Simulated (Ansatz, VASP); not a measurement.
# Two plane-wave programs on HfO2

Contents of POSCAR:

```
HfO2
1.0
    5.2472091409      0.0000000000      0.0000000000
    0.0000000000      5.0307626710      0.0000000000
    0.0000000000      0.0000000000      5.0597813407
Hf O
4 8
Direct
    0.0324632284      0.2670084157      0.2410986949
    0.4675367716      0.2670084157      0.7410986949
    0.5324632284      0.7329915843      0.2410986949
    0.9675367716      0.7329915843      0.7410986949
    0.3670714811      0.0699913949      0.3807574221
    0.1329285189      0.0699913949      0.8807574221
    0.7321225891      0.4611368211      0.4911438830
    0.7678774109      0.4611368211      0.9911438830
    0.2678774109      0.5388631789      0.9911438830
    0.2321225891      0.5388631789      0.4911438830
    0.8670714811      0.9300086051      0.3807574221
    0.6329285189      0.9300086051      0.8807574221
```

INCAR.step1

```
SYSTEM = HfO2
  PREC = Accurate
  ENCUT = 520
  ISMEAR = 0
  SIGMA = 0.01
  LREAL = .FALSE.
  LASPH = .TRUE.
  NELM = 100
  NBANDS = 56
  GGA = PE
  ALGO = Normal
  EDIFF = 1E-4
  LWAVE = .TRUE.
  LCHARG = .FALSE.
```

INCAR.step2

```
SYSTEM = HfO2
  PREC = Accurate
  ENCUT = 520
  EDIFF = 1E-7
  ISMEAR = 0
  SIGMA = 0.01
  LREAL = .FALSE.
  LASPH = .TRUE.
  NELM = 100
  ALGO = Normal
  ISIF = 2
  LWAVE = .FALSE.
  LCHARG = .FALSE.
  METAGGA = R2SCAN
  LMIXTAU = .TRUE.
  NBANDS = 56
  ISTART = 1
```

KPOINTS

```
Automatic mesh
0
G
  6 6 6
  0 0 0
```

Input for Ansatz:

```yaml
crystal:
  lattice:
    - [5.2472091409, 0.0, 0.0]
    - [0.0, 5.030762671, 0.0]
    - [0.0, 0.0, 5.0597813407]
  atoms:
    - { symbol: Hf, position: [0.0324632284, 0.2670084157, 0.2410986949] }
    - { symbol: Hf, position: [0.4675367716, 0.2670084157, 0.7410986949] }
    - { symbol: Hf, position: [0.5324632284, 0.7329915843, 0.2410986949] }
    - { symbol: Hf, position: [0.9675367716, 0.7329915843, 0.7410986949] }
    - { symbol: O, position: [0.3670714811, 0.0699913949, 0.3807574221] }
    - { symbol: O, position: [0.1329285189, 0.0699913949, 0.8807574221] }
    - { symbol: O, position: [0.7321225891, 0.4611368211, 0.491143883] }
    - { symbol: O, position: [0.7678774109, 0.4611368211, 0.991143883] }
    - { symbol: O, position: [0.2678774109, 0.5388631789, 0.991143883] }
    - { symbol: O, position: [0.2321225891, 0.5388631789, 0.491143883] }
    - { symbol: O, position: [0.8670714811, 0.9300086051, 0.3807574221] }
    - { symbol: O, position: [0.6329285189, 0.9300086051, 0.8807574221] }
basis:
  ecutwfc: 500
  xc_grid: 2
kpoints:
  mp_grid: { grid: [6, 6, 6] }
hamiltonian:
  xc: r2scan
  pseudopotentials: { kind: paw, azcp: { folder: soft_1 } }
scf:
  occupations: { method: fixed }
output:
  forces: true
  stress: true
  eigenvalues: true
  polarization: {}
```

Change from the starting cell: polar distortion scaled by 1.00.

Alike in both runs: task single point; functional r2SCAN; k mesh 6 × 6 × 6; no spin polarisation.

|  | VASP | Ansatz |
| --- | --- | --- |
| version | VASP 6.6.1 | Ansatz 0.2.0 |
| potentials or method | VASP PAW PBE potentials, release 64 (Hf_pv, O), cutoff 520 eV | scalar-relativistic, plane waves, PAW |
| occupations | gaussian, width 0.01 eV | fixed |
| valence electrons in the cell | 88 | 152 |

VASP gave:

| Item | Value |
| --- | --- |
| gap on the k mesh at the Fermi level (eV) | 4.91 |
| least direct gap on the mesh (eV) | 5.14 |
| pressure (GPa) | -3.6 |
| traceless stress, the component that is largest in VASP (GPa) | 0.10 |
| rms of the force components (eV/Å) | 0.031 |

**Question.** What did Ansatz give for the same quantities?

**Answer.** gap on the k mesh at the Fermi level (eV): 4.96; least direct gap on the mesh (eV): 5.18; pressure (GPa): 0.0; traceless stress, the component that is largest in VASP (GPa): 0.00; rms of the force components (eV/Å): 0.001.

VASP's potentials were made for PBE, not for r2SCAN. Atom by atom the forces differ by 0.031 eV/Å (rms over components). VASP's potentials hold 88 valence electrons a cell and Ansatz's 152, so a difference there can come from the potentials and not from the codes.

Neither program's run includes spin-orbit coupling.
